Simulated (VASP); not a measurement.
The system is Sb.

```xyz
2
Lattice="2.1397 1.2354 3.7328 -2.1397 1.2354 3.7328 0.0000 -2.4708 3.7328" Properties=species:S:1:pos:R:3 pbc="T T T"
Sb    0.0000    0.0000    8.5836
Sb    0.0000    0.0000    2.6147
```

Base run:

```yaml
Program: VASP 6.6.1
Functional: PBE
Potentials_or_basis: VASP PAW PBE potentials, release 64 (Sb)
Cutoff: 520 eV
k_mesh: 8 × 8 × 8
Occupations: fermi-dirac, width 0.05 eV
Spin: no spin polarisation
```

Its results: band gap on the k mesh zero (band 5 reaches 7.64 eV, above the bottom of band 6 at 7.34 eV); pressure 4.1 GPa; largest force 0.316 eV/Å.

The run is repeated on the same cell with these changes: functional from PBE to PBEsol. What comes out?

Band gap on the k mesh zero (band 5 reaches 7.46 eV, above the bottom of band 6 at 7.15 eV); pressure 1.4 GPa; largest force 0.270 eV/Å.

PBEsol binds more tightly than PBE, so the same cell stands under less pressure.

Caveats: spin-orbit coupling is left out, which moves the levels of the heavy elements; the PAW data sets were made with another functional, which shifts forces and pressure a little (some runs).
